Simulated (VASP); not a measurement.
# Si (Fd-3m) in VASP: single point with PBE

Aim: the single point of Si with PBE.

Program: VASP 6.6.1. These are calculated values, not measurements. Logs are shortened: lines on timing, memory, paths and dates and some standing lists are left out, and cuts for length are marked.

## 1. The cell of the first run

It takes space group Fd-3m (No. 227, cubic). The conventional cell has a = 5.427 Å, b = 5.427 Å, c = 5.427 Å, α = 90.00°, β = 90.00°, γ = 90.00°. Within 3.1 Å of Si (site symmetry -43m) lie 4 Si at 2.35 Å.

## 2. Single point, PBE

INCAR

```
SYSTEM = Si
ALGO = Normal
EDIFF = 1E-6
ENCUT = 500
GGA = PE
GGA_COMPAT = .FALSE.
ISIF = 2
ISMEAR = -1
LASPH = .TRUE.
LCHARG = .TRUE.
LELF = .TRUE.
LREAL = .FALSE.
LVHAR = .TRUE.
LWAVE = .FALSE.
NBANDS = 46
NELM = 120
PREC = Accurate
SIGMA = 0.02
```

KPOINTS

```
k-points
0
G
  2 2 2
  0 0 0
```

POSCAR

```
Si
1.0
    0.0000000000      5.4271200000      5.4271200000
    5.4271200000      0.0000000000      5.4271200000
    5.4271200000      5.4271200000      0.0000000000
Si
16
Direct
    0.3750000000      0.3750000000      0.3750000000
    0.2500000000      0.2500000000      0.2500000000
    0.3750000000      0.3750000000      0.8750000000
    0.2500000000      0.2500000000      0.7500000000
    0.3750000000      0.8750000000      0.3750000000
    0.2500000000      0.7500000000      0.2500000000
    0.3750000000      0.8750000000      0.8750000000
    0.2500000000      0.7500000000      0.7500000000
    0.8750000000      0.3750000000      0.3750000000
    0.7500000000      0.2500000000      0.2500000000
    0.8750000000      0.3750000000      0.8750000000
    0.7500000000      0.2500000000      0.7500000000
    0.8750000000      0.8750000000      0.3750000000
    0.7500000000      0.7500000000      0.2500000000
    0.8750000000      0.8750000000      0.8750000000
    0.7500000000      0.7500000000      0.7500000000
```

Potentials or basis: VASP PAW PBE potentials, release 64 (Si).

Run with:

```console
$ cat potpaw_PBE.64/Si/POTCAR > POTCAR
$ mpirun -np 1 vasp_std > vasp.out
```

OUTCAR:

```text
SYSTEM = Si
   EDIFF = 1E-6
   ENCUT = 500
   GGA = PE
   ISIF = 2
   ISMEAR = -1
   LASPH = .TRUE.
   LREAL = .FALSE.
   NELM = 120
   PREC = Accurate

 ion  position               nearest neighbor table
   1  0.375  0.375  0.375-   2 2.35   4 2.35   6 2.35  10 2.35
   2  0.250  0.250  0.250-   1 2.35   3 2.35   5 2.35   9 2.35
   3  0.375  0.375  0.875-   2 2.35   4 2.35   8 2.35  12 2.35
   4  0.250  0.250  0.750-   1 2.35   3 2.35   7 2.35  11 2.35
   5  0.375  0.875  0.375-   2 2.35   6 2.35   8 2.35  14 2.35
   6  0.250  0.750  0.250-   1 2.35   5 2.35   7 2.35  13 2.35
[... 8 lines left out ...]
  15  0.875  0.875  0.875-   8 2.35  12 2.35  14 2.35  16 2.35
  16  0.750  0.750  0.750-   7 2.35  11 2.35  13 2.35  15 2.35

  LATTYP: Found a face centered cubic cell.
 ALAT       =    10.8542400000

  Lattice vectors:

 A1 = (   0.0000000000,   5.4271200000,   5.4271200000)
 A2 = (   5.4271200000,   0.0000000000,   5.4271200000)
 A3 = (   5.4271200000,   5.4271200000,   0.0000000000)

Analysis of symmetry for initial positions (statically):
=====================================================================
 Subroutine PRICEL returns following result:

  LATTYP: Found a face centered cubic cell.
 ALAT       =     5.4271200000

  Lattice vectors:

 A1 = (   0.0000000000,   2.7135600000,   2.7135600000)
 A2 = (   2.7135600000,   0.0000000000,   2.7135600000)
 A3 = (   2.7135600000,   2.7135600000,   0.0000000000)

   8 primitive cells build up your supercell.

 Routine SETGRP: Setting up the symmetry group for a
 face centered cubic supercell.

 Subroutine GETGRP returns: Found 48 space group operations
 (whereof 24 operations were pure point group operations)
 out of a pool of 48 trial point group operations.

The static configuration has the point symmetry T_d .
 The point group associated with its full space group is O_h .

Analysis of symmetry for dynamics (positions and initial velocities):
=====================================================================
 Subroutine PRICEL returns following result:

  LATTYP: Found a face centered cubic cell.
 ALAT       =     5.4271200000

  Lattice vectors:

 A1 = (   0.0000000000,   2.7135600000,   2.7135600000)
 A2 = (   2.7135600000,   0.0000000000,   2.7135600000)
 A3 = (   2.7135600000,   2.7135600000,   0.0000000000)

   8 primitive cells build up your supercell.

 Routine SETGRP: Setting up the symmetry group for a
 face centered cubic supercell.

 Subroutine GETGRP returns: Found 48 space group operations
 (whereof 24 operations were pure point group operations)
 out of a pool of 48 trial point group operations.

The dynamic configuration has the point symmetry T_d .
 The point group associated with its full space group is O_h .

 Subroutine INISYM returns: Found 48 space group operations
 (whereof 24 operations are pure point group operations),
 and found     8 'primitive' translations

----------------------------------------------------------------------------------------

                                     Primitive cell

  volume of cell :      39.9621

  direct lattice vectors                    reciprocal lattice vectors
     0.000000000  2.713560000  2.713560000    -0.184259792  0.184259792  0.184259792
     2.713560000  0.000000000  2.713560000     0.184259792 -0.184259792  0.184259792
     2.713560000  2.713560000  0.000000000     0.184259792  0.184259792 -0.184259792

  length of vectors
     3.837553354  3.837553354  3.837553354     0.319147321  0.319147321  0.319147321

  position of ions in fractional coordinates (direct lattice)
     0.750000000  0.750000000  0.750000000
     0.500000000  0.500000000  0.500000000

  ion indices of the primitive-cell ions
   primitive index   ion index
                 1           1
                 2           2

----------------------------------------------------------------------------------------

 KPOINTS: k-points

Automatic generation of k-mesh.
 Grid dimensions read from file:
 generate k-points for:    2    2    2

 Generating k-lattice:

  Cartesian coordinates                     Fractional coordinates (reciprocal lattice)
    -0.046064948  0.046064948  0.046064948     0.500000000  0.000000000  0.000000000
     0.046064948 -0.046064948  0.046064948     0.000000000  0.500000000  0.000000000
     0.046064948  0.046064948 -0.046064948     0.000000000  0.000000000  0.500000000

  Length of vectors
     0.079786830  0.079786830  0.079786830

  Shift w.r.t. Gamma in fractional coordinates (k-lattice)
     0.000000000  0.000000000  0.000000000

 Subroutine IBZKPT returns following result:
 ===========================================

 Found      3 irreducible k-points:

 Following reciprocal coordinates:
            Coordinates               Weight
  0.000000  0.000000  0.000000      1.000000
  0.500000  0.000000  0.000000      4.000000
  0.500000  0.500000  0.000000      3.000000
   k-points           NKPTS =      3   k-points in BZ     NKDIM =      3   number of bands    NBANDS=     46
   number of dos      NEDOS =    301   number of ions     NIONS =     16
   total plane-waves  NPLWV = 175616
   dimension x,y,z NGX =    56 NGY =   56 NGZ =   56
   dimension x,y,z NGXF=   112 NGYF=  112 NGZF=  112
   ions per type =              16
   NGX,Y,Z   is equivalent  to a cutoff of  12.13, 12.13, 12.13 a.u.
   NGXF,Y,Z  is equivalent  to a cutoff of  24.26, 24.26, 24.26 a.u.
 SYSTEM =  Si
   PREC   = accura    normal or accurate (medium, high low for compatibility)
   ISTART =      0    job   : 0-new  1-cont  2-samecut
   ICHARG =      2    charge: 1-file 2-atom 10-const
   ISPIN  =      1    spin polarized calculation?
   LNONCOLLINEAR =      F non collinear calculations
   LSORBIT =      F    spin-orbit coupling
   LASPH  =      T    aspherical Exc in radial PAW
   ENCUT  =  500.0 eV  36.75 Ry    6.06 a.u.  13.99 13.99 13.99*2*pi/ulx,y,z
   NELM   =    120;   NELMIN=  2; NELMDL= -5     # of ELM steps
   EDIFF  = 0.1E-05   stopping-criterion for ELM
   LREAL  =      F    real-space projection
   EDIFFG = 0.1E-04   stopping-criterion for IOM
   NSW    =      0    number of steps for IOM
   IBRION =     -1    ionic relax: 0-MD 1-quasi-New 2-CG
   NFREE  =      0    steps in history (QN), initial steepest desc. (CG)
   ISIF   =      2    stress and relaxation
   ISYM   =      2    0-nonsym 1-usesym 2-fastsym
   POTIM  = 0.5000    time-step for ionic-motion
   TEBEG  =    0.0;   TEEND  =   0.0 temperature during run
   PSTRESS=    0.0 pullay stress
   NELECT =      64.0000    total number of electrons
   NUPDOWN=      -1.0000    fix difference up-down
   EMIN   =  10.00;   EMAX   =-10.00  energy-range for DOS
   EFERMI =   0.00;   METHOD = LEGACY
   ISMEAR =    -1;   SIGMA  =   0.02  broadening in eV -4-tet -1-fermi 0-gaus
   EFERMI_NEDOS =   21; number of points for ismear=-14 and -15
   IALGO  =     38    algorithm
   IMIX   =      4    mixing-type and parameters
     AMIX     =   0.40;   BMIX     =  1.00
     AMIX_MAG =   1.60;   BMIX_MAG =  1.00
  volume/ion in A,a.u.               =      19.98       134.84
  Fermi-wavevector in a.u.,A,eV,Ry     =   0.957684  1.809760 12.478691  0.917158
  Thomas-Fermi vector in A             =   2.086724
   LORBIT       =      0    0 simple, 1 ext, 2 COOP (PROOUT), +10 PAW based schemes
   GGA     = PE    functional components
   LHFCALC =     F    Hartree Fock is set to
   AEXX    =    0.0000 exact exchange contribution
   IVDW    =     0    specifies the selected vdW correction
   LEPSILON=     F    determine dielectric tensor
   LRPA    =     F    only Hartree local field effects (RPA)
 non-spin polarized calculation
  energy-cutoff  :      500.00
  volume of cell :      319.70
 maximum number of plane-waves:      8144
 NGX is ok and might be reduce to    56
   NGX = 27   NGY = 27   NGZ = 27

 number of electron      64.0000006 magnetization

 Free energy of the ion-electron system (eV)
  ---------------------------------------------------
  ext. energy  EPLUGINS =         0.00000000
  ---------------------------------------------------
  free energy    TOTEN  =       -85.24446718 eV

  energy without entropy =      -85.24446716  energy(sigma->0) =      -85.24446717

 E-fermi :   6.2278     XC(G=0):  -9.3901

 val. band max:        5.8901616341   @ k =   0.0000   0.0000   0.0000
 cond. band min:       6.5793673254   @ k =   0.0000   0.0000   0.0000
 fundamental gap:      0.6892056913
 Fermi energy:         6.2278076559

 k-point     1 :       0.0000    0.0000    0.0000
  band No.  band energies     occupation
      1      -6.0895      2.00000
      2      -3.7501      2.00000
      3      -3.7501      2.00000
      4      -3.7501      2.00000
      5      -3.7501      2.00000
      6      -1.9345      2.00000
[... 36 lines left out ...]
     43       8.4381      0.00000
     44       8.4381      0.00000

 k-point     2 :       0.5000    0.0000    0.0000
  band No.  band energies     occupation
      1      -5.2878      2.00000
      2      -5.2878      2.00000
      3      -3.3637      2.00000
      4      -3.3637      2.00000
      5      -3.3637      2.00000
      6      -3.3637      2.00000
[... 36 lines left out ...]
     43       9.3819      0.00000
     44       9.3819      0.00000

 k-point     3 :       0.5000    0.5000    0.0000
  band No.  band energies     occupation
      1      -5.0049      2.00000
      2      -5.0049      2.00000
      3      -4.0401      2.00000
      4      -4.0401      2.00000
      5      -4.0401      2.00000
      6      -4.0401      2.00000
[... 36 lines left out ...]
     43      10.1471      0.00000
     44      10.1471      0.00000
 [bands above 44 left out]

------------------------ aborting loop because EDIFF is reached ----------------------------------------

  FORCE on cell =-STRESS in cart. coord.  units (eV):
  Direction    XX          YY          ZZ          XY          YZ          ZX
  --------------------------------------------------------------------------------------
  -------------------------------------------------------------------------------------
  Total        5.5452465      5.5452465      5.5452465      0.0000000     -0.0000000      0.0000000
  in kB       27.7902957     27.7902957     27.7902957      0.0000000     -0.0000000      0.0000000
  external PRESSURE =      27.7902957 kB  Pullay stress =       0.0000000 kB

 VOLUME and BASIS-vectors are now :
 -----------------------------------------------------------------------------
  energy-cutoff  :      500.00
  volume of cell :      319.70
      direct lattice vectors                 reciprocal lattice vectors
     0.000000000  5.427120000  5.427120000    -0.092129896  0.092129896  0.092129896
     5.427120000  0.000000000  5.427120000     0.092129896 -0.092129896  0.092129896
     5.427120000  5.427120000  0.000000000     0.092129896  0.092129896 -0.092129896

 POSITION                                       TOTAL-FORCE (eV/Angst)
 -----------------------------------------------------------------------------------
      4.07034      4.07034      4.07034        -0.000000     -0.000000     -0.000000
      2.71356      2.71356      2.71356         0.000000     -0.000000      0.000000
      6.78390      6.78390      4.07034         0.000000     -0.000000      0.000000
      5.42712      5.42712      2.71356        -0.000000      0.000000      0.000000
      6.78390      4.07034      6.78390         0.000000     -0.000000     -0.000000
      5.42712      2.71356      5.42712         0.000000     -0.000000      0.000000
[... 8 lines left out ...]
      9.49746      9.49746      9.49746        -0.000000      0.000000     -0.000000
      8.14068      8.14068      8.14068         0.000000      0.000000      0.000000
 -----------------------------------------------------------------------------------
    total drift:                               -0.000000     -0.000000      0.000000

  FREE ENERGIE OF THE ION-ELECTRON SYSTEM (eV)
  ---------------------------------------------------
  free  energy   TOTEN  =       -85.2444671830 eV

  energy  without entropy=      -85.2444671576  energy(sigma->0) =      -85.24446717
```

Wall time 34 s (1 thread of Intel Xeon 6975P-C (Granite Rapids), shared host); peak memory 0.39 GiB.

What came out:

```
Free energy            : -85.2445 eV
Pressure               : 2.8 GPa
Band gap on the k mesh : 0.69 eV
```

Levels at points of the mesh, in eV from the valence-band top:
| k point | band 28 | band 29 | band 30 | band 31 | band 32 | band 33 | band 34 | band 35 | band 36 | band 37 |
| --- | --- | --- | --- | --- | --- | --- | --- | --- | --- | --- |
| (0.00, 0.00, 0.00) | -1.20 | -1.20 | 0.00 | 0.00 | 0.00 | 0.69 | 0.69 | 0.69 | 0.69 | 0.69 |
| (0.50, 0.00, 0.00) | -2.21 | -0.76 | -0.76 | -0.76 | -0.76 | 1.50 | 1.50 | 1.50 | 1.50 | 1.50 |
| (0.50, 0.50, 0.00) | -1.90 | -1.33 | -1.33 | -1.33 | -1.33 | 1.11 | 1.11 | 2.44 | 2.44 | 2.44 |

Caveat: the k points lie up to 0.50 Å⁻¹ apart. A k mesh can miss the band edges.
